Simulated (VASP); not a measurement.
# HBr (Fmmm) in VASP: electric field gradients with PBEsol

Aim: the electric field gradients of HBr with PBEsol.

All numbers are computed with VASP 6.6.1; they aren't measurements. Logs are shortened: lines on timing, memory, paths and dates and some standing lists are left out, and cuts for length are marked.

## (1) The cell of the first run

Symmetry: Fmmm, No. 69, orthorhombic system. Conventional cell: a = 4.257 Å, b = 4.322 Å, c = 4.646 Å, α = 90.00°, β = 90.00°, γ = 90.00°. H (site symmetry mmm) has 6 Br at 2.13 to 2.32 Å within 2.8 Å. Within 2.8 Å of Br (site symmetry mmm) lie 6 H at 2.13 to 2.32 Å.

## (2) Electric field gradients, PBEsol (volume scaled by 0.45)

Input file INCAR:

```
  ALGO = Normal
  EDIFF = 1E-8
  ENCUT = 520
  GGA = PS
  ISIF = 2
  ISMEAR = -1
  LASPH = True
  LCHARG = False
  LEFG = True
  LREAL = False
  LWAVE = False
  NBANDS = 11
  NELM = 100
  PREC = Accurate
  SIGMA = 0.03
```

Input file KPOINTS:

```
k-points
0
Gamma
  9 9 9
```

Input file POSCAR:

```
HBr
1.0
    0.0000000000      2.1609925994      2.3230670443
    2.1284244485      0.0000000000      2.3230670443
    2.1284244485      2.1609925994      0.0000000000
H Br
1 1
Direct
    0.0000000000      0.0000000000      0.0000000000
    0.5000000000      0.5000000000      0.5000000000
```

Potentials or basis: VASP PAW PBE potentials, release 64 (H, Br).

Run with:

```console
$ cat potpaw_PBE.64/H/POTCAR potpaw_PBE.64/Br/POTCAR > POTCAR
$ mpirun -np 1 vasp_std > vasp.out
```

OUTCAR:

```text
EDIFF = 1E-8
   ENCUT = 520
   GGA = PS
   ISIF = 2
   ISMEAR = -1
   LASPH = True
   LREAL = False
   NELM = 100
   PREC = Accurate

 ion  position               nearest neighbor table
   1  0.000  0.000  0.000-
   2  0.500  0.500  0.500-

  LATTYP: Found a face centered orthorhombic cell.
 ALAT       =     4.2568488970
 B/A-ratio  =     1.0153015302
 C/A-ratio  =     1.0914491449

  Lattice vectors:

 A1 = (   0.0000000000,   2.1609925994,   2.3230670443)
 A2 = (   2.1284244485,   0.0000000000,   2.3230670443)
 A3 = (   2.1284244485,   2.1609925994,   0.0000000000)

Analysis of symmetry for initial positions (statically):
=====================================================================
 Subroutine PRICEL returns:
 Original cell was already a primitive cell.

 Routine SETGRP: Setting up the symmetry group for a
 face centered orthorhombic supercell.

 Subroutine GETGRP returns: Found  8 space group operations
 (whereof  8 operations were pure point group operations)
 out of a pool of  8 trial point group operations.

The static configuration has the point symmetry D_2h.

Analysis of symmetry for dynamics (positions and initial velocities):
=====================================================================
 Subroutine PRICEL returns:
 Original cell was already a primitive cell.

 Routine SETGRP: Setting up the symmetry group for a
 face centered orthorhombic supercell.

 Subroutine GETGRP returns: Found  8 space group operations
 (whereof  8 operations were pure point group operations)
 out of a pool of  8 trial point group operations.

The dynamic configuration has the point symmetry D_2h.

 Subroutine INISYM returns: Found  8 space group operations
 (whereof  8 operations are pure point group operations),
 and found     1 'primitive' translations

----------------------------------------------------------------------------------------

                                     Primitive cell

  volume of cell :      21.3699

  direct lattice vectors                    reciprocal lattice vectors
     0.000000000  2.160992599  2.323067044    -0.234915550  0.231375156  0.215232703
     2.128424449  0.000000000  2.323067044     0.234915550 -0.231375156  0.215232703
     2.128424449  2.160992599  0.000000000     0.234915550  0.231375156 -0.215232703

  length of vectors
     3.172779461  3.150687405  3.033163307     0.393757406  0.393757406  0.393757406

  position of ions in fractional coordinates (direct lattice)
     0.000000000  0.000000000  0.000000000
     0.500000000  0.500000000  0.500000000

  ion indices of the primitive-cell ions
   primitive index   ion index
                 1           1
                 2           2

----------------------------------------------------------------------------------------

 KPOINTS: k-points

Automatic generation of k-mesh.
 Grid dimensions read from file:
 generate k-points for:    9    9    9

 Generating k-lattice:

  Cartesian coordinates                     Fractional coordinates (reciprocal lattice)
    -0.026101728  0.025708351  0.023914745     0.111111111  0.000000000  0.000000000
     0.026101728 -0.025708351  0.023914745     0.000000000  0.111111111  0.000000000
     0.026101728  0.025708351 -0.023914745    -0.000000000 -0.000000000  0.111111111

  Length of vectors
     0.043750823  0.043750823  0.043750823

  Shift w.r.t. Gamma in fractional coordinates (k-lattice)
     0.000000000  0.000000000  0.000000000

 Subroutine IBZKPT returns following result:
 ===========================================

 Found    125 irreducible k-points:

 Following reciprocal coordinates:
            Coordinates               Weight
  0.000000  0.000000  0.000000      1.000000
  0.111111  0.000000  0.000000      8.000000
  0.222222  0.000000  0.000000      8.000000
  0.333333  0.000000  0.000000      8.000000
  0.444444  0.000000  0.000000      8.000000
  0.111111  0.111111  0.000000      2.000000
[... 16 lines left out ...]
 -0.333333  0.333333 -0.000000      4.000000
  0.444444  0.444444  0.000000      2.000000
 [... further k-points ...]
   k-points           NKPTS =    125   k-points in BZ     NKDIM =    125   number of bands    NBANDS=     11
   number of dos      NEDOS =    301   number of ions     NIONS =      2
   total plane-waves  NPLWV =  13824
   dimension x,y,z NGX =    24 NGY =   24 NGZ =   24
   dimension x,y,z NGXF=    48 NGYF=   48 NGZF=   48
   ions per type =               1   1
   NGX,Y,Z   is equivalent  to a cutoff of  12.58, 12.66, 13.15 a.u.
   NGXF,Y,Z  is equivalent  to a cutoff of  25.15, 25.33, 26.31 a.u.
 SYSTEM =  unknown system
   PREC   = accura    normal or accurate (medium, high low for compatibility)
   ISTART =      0    job   : 0-new  1-cont  2-samecut
   ICHARG =      2    charge: 1-file 2-atom 10-const
   ISPIN  =      1    spin polarized calculation?
   LNONCOLLINEAR =      F non collinear calculations
   LSORBIT =      F    spin-orbit coupling
   LASPH  =      T    aspherical Exc in radial PAW
   ENCUT  =  520.0 eV  38.22 Ry    6.18 a.u.   5.90  5.86  5.64*2*pi/ulx,y,z
   NELM   =    100;   NELMIN=  2; NELMDL= -5     # of ELM steps
   EDIFF  = 0.1E-07   stopping-criterion for ELM
   LREAL  =      F    real-space projection
   EDIFFG = 0.1E-06   stopping-criterion for IOM
   NSW    =      0    number of steps for IOM
   IBRION =     -1    ionic relax: 0-MD 1-quasi-New 2-CG
   NFREE  =      0    steps in history (QN), initial steepest desc. (CG)
   ISIF   =      2    stress and relaxation
   ISYM   =      2    0-nonsym 1-usesym 2-fastsym
   POTIM  = 0.5000    time-step for ionic-motion
   TEBEG  =    0.0;   TEEND  =   0.0 temperature during run
   PSTRESS=    0.0 pullay stress
   NELECT =       8.0000    total number of electrons
   NUPDOWN=      -1.0000    fix difference up-down
   EMIN   =  10.00;   EMAX   =-10.00  energy-range for DOS
   EFERMI =   0.00;   METHOD = LEGACY
   ISMEAR =    -1;   SIGMA  =   0.03  broadening in eV -4-tet -1-fermi 0-gaus
   EFERMI_NEDOS =   21; number of points for ismear=-14 and -15
   IALGO  =     38    algorithm
   IMIX   =      4    mixing-type and parameters
     AMIX     =   0.40;   BMIX     =  1.00
     AMIX_MAG =   1.60;   BMIX_MAG =  1.00
  volume/ion in A,a.u.               =      10.68        72.11
  Fermi-wavevector in a.u.,A,eV,Ry     =   1.179878  2.229646 18.940832  1.392112
  Thomas-Fermi vector in A             =   2.316181
   LORBIT       =      0    0 simple, 1 ext, 2 COOP (PROOUT), +10 PAW based schemes
   GGA     = PS    functional components
   LHFCALC =     F    Hartree Fock is set to
   AEXX    =    0.0000 exact exchange contribution
   IVDW    =     0    specifies the selected vdW correction
   LEPSILON=     F    determine dielectric tensor
   LRPA    =     F    only Hartree local field effects (RPA)
 non-spin polarized calculation
  energy-cutoff  :      520.00
  volume of cell :       21.37
 maximum number of plane-waves:       592
   NGX = 11   NGY = 11   NGZ = 11

 number of electron       7.9999998 magnetization

 Free energy of the ion-electron system (eV)
  ---------------------------------------------------
  ext. energy  EPLUGINS =         0.00000000
  ---------------------------------------------------
  free energy    TOTEN  =        -3.42586415 eV

  energy without entropy =       -3.42395288  energy(sigma->0) =       -3.42490852

 E-fermi :   5.6691     XC(G=0): -11.2342

 val. band max:        5.6118466793   @ k =   0.4444   0.0000   0.0000
 cond. band min:       5.6823082207   @ k =   0.1111   0.1111   0.0000
 fundamental gap:      0.0704615414
 Fermi energy:         5.6691454363

 k-point     1 :       0.0000    0.0000    0.0000
  band No.  band energies     occupation
      1     -12.5073      2.00000
      2       5.9899      0.00005
      3       6.0656      0.00000
      4       6.1789      0.00000
      5       6.5289      0.00000
      6      16.2933      0.00000
      7      17.2089      0.00000
      8      17.3768      0.00000
      9      19.3758      0.00000
     10      21.2925      0.00000
     11      21.8720      0.00000
[... 309 lines left out ...]
 k-point    24 :       0.4444    0.4444    0.0000
  band No.  band energies     occupation
      1      -9.6167      2.00000
      2      -1.1038      2.00000
      3       3.4986      2.00000
      4       3.5551      2.00000
      5       3.6567      2.00000
      6      11.7681      0.00000
      7      24.0378      0.00000
      8      25.3157      0.00000
      9      25.7692      0.00000
     10      25.9139      0.00000
     11      26.4841      0.00000

 [... further k-points ...]

------------------------ aborting loop because EDIFF is reached ----------------------------------------

  FORCE on cell =-STRESS in cart. coord.  units (eV):
  Direction    XX          YY          ZZ          XY          YZ          ZX
  --------------------------------------------------------------------------------------
  -------------------------------------------------------------------------------------
  Total        2.0842586      2.7061967      3.4540486      0.0000000      0.0000000      0.0000000
  in kB      156.2639985    202.8928245    258.9618367      0.0000000      0.0000000      0.0000000
  external PRESSURE =     206.0395532 kB  Pullay stress =       0.0000000 kB

 VOLUME and BASIS-vectors are now :
 -----------------------------------------------------------------------------
  energy-cutoff  :      520.00
  volume of cell :       21.37
      direct lattice vectors                 reciprocal lattice vectors
     0.000000000  2.160992599  2.323067044    -0.234915550  0.231375156  0.215232703
     2.128424449  0.000000000  2.323067044     0.234915550 -0.231375156  0.215232703
     2.128424449  2.160992599  0.000000000     0.234915550  0.231375156 -0.215232703

 POSITION                                       TOTAL-FORCE (eV/Angst)
 -----------------------------------------------------------------------------------
      0.00000      0.00000      0.00000         0.000000     -0.000000     -0.000000
      2.12842      2.16099      2.32307        -0.000000      0.000000      0.000000
 -----------------------------------------------------------------------------------
    total drift:                               -0.000000     -0.000000      0.000000

  FREE ENERGIE OF THE ION-ELECTRON SYSTEM (eV)
  ---------------------------------------------------
  free  energy   TOTEN  =        -3.4258641526 eV

  energy  without entropy=       -3.4239528807  energy(sigma->0) =       -3.42490852

 Electric field gradients (V/A^2)
---------------------------------------------------------------------
 ion       V_xx      V_yy      V_zz      V_xy      V_xz      V_yz
---------------------------------------------------------------------
   1       0.065     0.048    -0.113    -0.000    -0.000    -0.000
   2     109.002    58.946  -167.948     0.001     0.000    -0.000
---------------------------------------------------------------------

 Electric field gradients after diagonalization (V/A^2)
 (convention: |V_zz| > |V_xx| > |V_yy|)
----------------------------------------------------------------------
 ion       V_xx      V_yy      V_zz     asymmetry (V_yy - V_xx)/ V_zz
----------------------------------------------------------------------
   1       0.065     0.048    -0.113       0.146
   2     109.002    58.946  -167.948       0.298
----------------------------------------------------------------------

           NMR quadrupolar parameters

 Cq : quadrupolar parameter    Cq=e*Q*V_zz/h
 eta: asymmetry parameters     (V_yy - V_xx)/ V_zz
 Q  : nuclear electric quadrupole moment in mb (millibarn)
----------------------------------------------------------------------
 ion       Cq(MHz)       eta       Q (mb)
----------------------------------------------------------------------
   1      -0.000       0.146       1.000
   2      -0.406       0.298       1.000
----------------------------------------------------------------------
```

Run time: 14 s. Hardware: 1 thread of Intel Xeon Platinum 8488C (Sapphire Rapids), shared host; peak memory 0.15 GiB.

What came out:

- Free energy: -3.4259 eV
- Pressure: 20.6 GPa
- Band gap on the k mesh: zero (band 4 reaches 6.18 eV, above the bottom of band 5 at 3.22 eV)

Stress tensor (GPa, compression positive):
```
15.63  0.00  0.00
 0.00 20.29  0.00
 0.00  0.00 25.90
```

Electric field gradients, principal values (V/Å²):
| atom | least | middle | greatest (by size) |
| --- | --- | --- | --- |
| 1 H | 0.048 | 0.065 | -0.113 |
| 2 Br | 58.946 | 109.002 | -167.948 |

Caveat: without QUAD_EFG the Cq values of the log hold for a quadrupole moment of 1 mb, not for the nuclei; the PAW data sets were made with another functional, which shifts forces and pressure a little.
